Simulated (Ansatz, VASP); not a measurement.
# One calculation of Bi2TeSe2, two programs

```
Bi Te Se
1.0
     2.12181    1.22503   10.24649
    -2.12181    1.22503   10.24649
     0.00000   -2.45006   10.24649
Bi Te Se
2 1 2
Direct
  0.60651 0.60651 0.60651
  0.39679 0.39679 0.39679
  0.21496 0.21496 0.21496
  0.00243 0.00243 0.00243
  0.77931 0.77931 0.77931
```

Alike in both runs: task single point; functional PBEsol; k mesh 12 × 12 × 12; occupations gaussian, width 0.02 eV; no spin polarisation.

```csv
,VASP,Ansatz
version,VASP 6.6.1,Ansatz 0.2.0
potentials or method,"VASP PAW PBE potentials, release 64 (Bi_d, Te, Se), cutoff 520 eV","scalar-relativistic, plane waves, PAW"
valence electrons in the cell,48,78
```

Ansatz gave:

```
gap on the k mesh at the Fermi level (eV) : 0.52
least direct gap on the mesh (eV)         : 0.52
pressure (GPa)                            : -1.4
rms of the force components (eV/Å)        : 0.033
```

Question: Which values does VASP return?

Answer: gap on the k mesh at the Fermi level (eV): 0.51; least direct gap on the mesh (eV): 0.51; pressure (GPa): -1.4; rms of the force components (eV/Å): 0.037.

VASP's potentials were made for PBE, not for PBEsol. Atom by atom the forces differ by 0.008 eV/Å (rms over components). VASP's potentials hold 48 valence electrons a cell and Ansatz's 78, so a difference there can come from the potentials and not from the codes.

Spin-orbit coupling is off throughout.
